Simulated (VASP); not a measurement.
# HfPdSe4 (I422) in VASP: single point with PBE

Aim: the single point of HfPdSe4 with PBE.

Program: VASP 6.6.1. These are calculated values, not measurements. Logs are shortened: lines on timing, memory, paths and dates and some standing lists are left out, and cuts for length are marked.

**1. The cell of the first run**

The structure is tetragonal, space group I422 (No. 97). The conventional cell has a = 6.879 Å, b = 6.879 Å, c = 5.517 Å, α = 90.00°, β = 90.00°, γ = 90.00°. Within 3.6 Å of Hf (site symmetry 422) lie 2 Pd at 2.76 Å and 8 Se at 2.92 Å. Within 3.6 Å of Pd (site symmetry 422) lie 2 Hf at 2.76 Å and 8 Se at 2.92 Å. Within 3.8 Å of Se (site symmetry 2) lie 2 Hf at 2.92 Å and 2 Pd at 2.92 Å and 11 Se at 3.17 to 3.64 Å.

The cell was generated, and may not be a known phase.

**2. Single point, PBE**

INCAR reads:

```
SYSTEM = HfPdSe4
PREC = Accurate
ENCUT = 520
EDIFF = 1E-6
ISMEAR = 0
SIGMA = 0.1
LREAL = .FALSE.
LASPH = .TRUE.
NELM = 60
ALGO = Normal
ISIF = 2
LWAVE = .FALSE.
LCHARG = .TRUE.
GGA = PE
LELF = .TRUE.
LVHAR = .TRUE.
NBANDS = 31
```

KPOINTS reads:

```
regular mesh
0
G
  4 4 4
  0 0 0
```

POSCAR reads:

```
HfPdSe4
1.0
   -3.4395121600      3.4395121600      2.7584129300
    3.4395121600     -3.4395121600      2.7584129300
    3.4395121600      3.4395121600     -2.7584129300
Hf Pd Se
1 1 4
Direct
    0.5000000000      0.5000000000      0.0000000000
    0.0000000000      0.0000000000      0.0000000000
    0.9129716200      0.4129716200      0.8259432300
    0.5870283800      0.0870283800      0.1740567700
    0.0870283800      0.9129716200      0.5000000000
    0.4129716200      0.5870283800      0.5000000000
```

Potentials or basis: VASP PAW PBE potentials, release 64 (Hf_pv, Pd, Se).

Command:

```sh
cat potpaw_PBE.64/Hf_pv/POTCAR potpaw_PBE.64/Pd/POTCAR potpaw_PBE.64/Se/POTCAR > POTCAR
mpirun -np 1 vasp_std > vasp.out
```

OUTCAR:

```text
SYSTEM = HfPdSe4
   PREC = Accurate
   ENCUT = 520
   EDIFF = 1E-6
   ISMEAR = 0
   LREAL = .FALSE.
   LASPH = .TRUE.
   NELM = 60
   ISIF = 2
   GGA = PE

 ion  position               nearest neighbor table
   1  0.500  0.500  0.000-   2 2.76   2 2.76   6 2.92   6 2.92   5 2.92   5 2.92   3 2.92   4 2.92
                             4 2.92   3 2.92
   2  0.000  0.000  0.000-   1 2.76   1 2.76   5 2.92   5 2.92   6 2.92   6 2.92   4 2.92   3 2.92
                             4 2.92   3 2.92
   3  0.913  0.413  0.826-   1 2.92   2 2.92   1 2.92   2 2.92
   4  0.587  0.087  0.174-   1 2.92   2 2.92   1 2.92   2 2.92
   5  0.087  0.913  0.500-   1 2.92   2 2.92   2 2.92   1 2.92
   6  0.413  0.587  0.500-   2 2.92   1 2.92   1 2.92   2 2.92

  LATTYP: Found a body centered tetragonal cell.
 ALAT       =     6.8790243200
 C/A-ratio  =     0.8019779555

  Lattice vectors:

 A1 = (  -3.4395121600,   3.4395121600,   2.7584129300)
 A2 = (   3.4395121600,  -3.4395121600,   2.7584129300)
 A3 = (   3.4395121600,   3.4395121600,  -2.7584129300)

Analysis of symmetry for initial positions (statically):
=====================================================================
 Subroutine PRICEL returns:
 Original cell was already a primitive cell.

 Routine SETGRP: Setting up the symmetry group for a
 body centered tetragonal supercell.

 Subroutine GETGRP returns: Found  8 space group operations
 (whereof  8 operations were pure point group operations)
 out of a pool of 16 trial point group operations.

The static configuration has the point symmetry D_4 .

Analysis of symmetry for dynamics (positions and initial velocities):
=====================================================================
 Subroutine PRICEL returns:
 Original cell was already a primitive cell.

 Routine SETGRP: Setting up the symmetry group for a
 body centered tetragonal supercell.

 Subroutine GETGRP returns: Found  8 space group operations
 (whereof  8 operations were pure point group operations)
 out of a pool of 16 trial point group operations.

The dynamic configuration has the point symmetry D_4 .

 Subroutine INISYM returns: Found  8 space group operations
 (whereof  8 operations are pure point group operations),
 and found     1 'primitive' translations

----------------------------------------------------------------------------------------

                                     Primitive cell

  volume of cell :     130.5308

[... 81 lines left out ...]
   LASPH  =      T    aspherical Exc in radial PAW
   ENCUT  =  520.0 eV  38.22 Ry    6.18 a.u.  10.40 10.40 10.40*2*pi/ulx,y,z
   NELM   =     60;   NELMIN=  2; NELMDL= -5     # of ELM steps
   EDIFF  = 0.1E-05   stopping-criterion for ELM
   LREAL  =      F    real-space projection
[... 7 lines left out ...]
   TEBEG  =    0.0;   TEEND  =   0.0 temperature during run
   PSTRESS=    0.0 pullay stress
   NELECT =      44.0000    total number of electrons
   NUPDOWN=      -1.0000    fix difference up-down
   EMIN   =  10.00;   EMAX   =-10.00  energy-range for DOS
   EFERMI =   0.00;   METHOD = LEGACY
   ISMEAR =     0;   SIGMA  =   0.10  broadening in eV -4-tet -1-fermi 0-gaus
   EFERMI_NEDOS =   21; number of points for ismear=-14 and -15
   IALGO  =     38    algorithm
   IMIX   =      4    mixing-type and parameters
     AMIX     =   0.40;   BMIX     =  1.00
     AMIX_MAG =   1.60;   BMIX_MAG =  1.00
  volume/ion in A,a.u.               =      21.76       146.81
  Fermi-wavevector in a.u.,A,eV,Ry     =   1.139344  2.153047 17.661776  1.298104
  Thomas-Fermi vector in A             =   2.276047
   LORBIT       =      0    0 simple, 1 ext, 2 COOP (PROOUT), +10 PAW based schemes
   GGA     = PE    functional components
   LHFCALC =     F    Hartree Fock is set to
   AEXX    =    0.0000 exact exchange contribution
   IVDW    =     0    specifies the selected vdW correction
   LEPSILON=     F    determine dielectric tensor
   LRPA    =     F    only Hartree local field effects (RPA)
 non-spin polarized calculation
 Gauss-broadening in eV      SIGMA  =   0.10
  energy-cutoff  :      520.00
  volume of cell :      130.53
 maximum number of plane-waves:      3540
 NGX is ok and might be reduce to    42
   NGX = 21   NGY = 21   NGZ = 21

 number of electron      44.0000002 magnetization

 Free energy of the ion-electron system (eV)
  ---------------------------------------------------
  ext. energy  EPLUGINS =         0.00000000
  ---------------------------------------------------
  free energy    TOTEN  =       -30.72920733 eV

  energy without entropy =      -30.70623324  energy(sigma->0) =      -30.71772029

 E-fermi :   4.9743     XC(G=0): -10.4738

 val. band max:        4.9034103914   @ k =   0.0000   0.0000   0.0000
 cond. band min:       5.0078088470   @ k =   0.5000   0.5000   0.5000
 fundamental gap:      0.1043984556
 Fermi energy:         4.9743007104

 k-point     1 :       0.0000    0.0000    0.0000
  band No.  band energies     occupation
      1     -26.8034      2.00000
      2     -26.8034      2.00000
      3     -26.7582      2.00000
      4      -9.4224      2.00000
      5      -7.6893      2.00000
      6      -7.0863      2.00000
[... 431 lines left out ...]
     30       9.5970      0.00000
     31      11.7490      0.00000

------------------------ aborting loop because EDIFF is reached ----------------------------------------

  FORCE on cell =-STRESS in cart. coord.  units (eV):
  Direction    XX          YY          ZZ          XY          YZ          ZX
  --------------------------------------------------------------------------------------
  -------------------------------------------------------------------------------------
  Total       -7.4117425     -7.4117425      0.6185605      0.0000000     -0.0000000      0.0000000
  in kB      -90.9741356    -90.9741356      7.5924121      0.0000000     -0.0000000      0.0000000
  external PRESSURE =     -58.1186197 kB  Pullay stress =       0.0000000 kB

 VOLUME and BASIS-vectors are now :
 -----------------------------------------------------------------------------
  energy-cutoff  :      520.00
  volume of cell :      130.53
      direct lattice vectors                 reciprocal lattice vectors
    -3.439512160  3.439512160  2.758412930     0.000000000  0.145369453  0.181263651
     3.439512160 -3.439512160  2.758412930     0.145369453  0.000000000  0.181263651
     3.439512160  3.439512160 -2.758412930     0.145369453  0.145369453  0.000000000

 POSITION                                       TOTAL-FORCE (eV/Angst)
 -----------------------------------------------------------------------------------
      0.00000      0.00000      2.75841         0.000000     -0.000000      0.000000
      0.00000      0.00000      0.00000         0.000000     -0.000000      0.000000
      1.12109      4.56060      1.37921        -0.007789     -0.007789      0.000000
     -1.12109      2.31843      1.37921         0.007789      0.007789     -0.000000
      4.56060     -1.12109      1.37921        -0.007789      0.007789      0.000000
      2.31843      1.12109      1.37921         0.007789     -0.007789      0.000000
 -----------------------------------------------------------------------------------
    total drift:                                0.000000     -0.000000      0.000000

  FREE ENERGIE OF THE ION-ELECTRON SYSTEM (eV)
  ---------------------------------------------------
  free  energy   TOTEN  =       -30.7292073315 eV

  energy  without entropy=      -30.7062332425  energy(sigma->0) =      -30.71772029
```

stdout:

```text
POSCAR found type information on POSCAR HfPdSe
 POSCAR found :  3 types and       6 ions
 scaLAPACK will be used
 LDA part: xc-table for (Slater+PW92), standard interpolation
 POSCAR, INCAR and KPOINTS ok, starting setup
 FFT: planning ... GRIDC
 FFT: planning ... GRID_SOFT
 FFT: planning ... GRID
 WAVECAR not read
 entering main loop
```

Run time: 64 s. Hardware: 1 thread of Intel Xeon Platinum 8259CL at 2.50GHz (Skylake/Cascade Lake), shared host; peak memory 0.28 GiB.

What came out:

```yaml
Free_energy: -30.7292 eV
Pressure: -5.8 GPa
Largest_force: 0.011 eV/Å
Band_gap_on_the_k_mesh: zero (bands 22 and 23 overlap by 0.45 eV)
```

Forces in eV/Å, atoms in the order of the input:
```
Hf   0.000  0.000  0.000
Pd   0.000  0.000  0.000
Se  -0.008 -0.008  0.000
Se   0.008  0.008  0.000
Se  -0.008  0.008  0.000
Se   0.008 -0.008  0.000
```

Stress tensor (GPa, compression positive):
```
-9.10  0.00  0.00
 0.00 -9.10  0.00
 0.00  0.00  0.76
```

Caveat: the k points lie up to 0.36 Å⁻¹ apart; spin-orbit coupling is left out, which moves the levels of the heavy elements.

The gap in the log of VASP goes by the Fermi energy; the results here count the filled bands.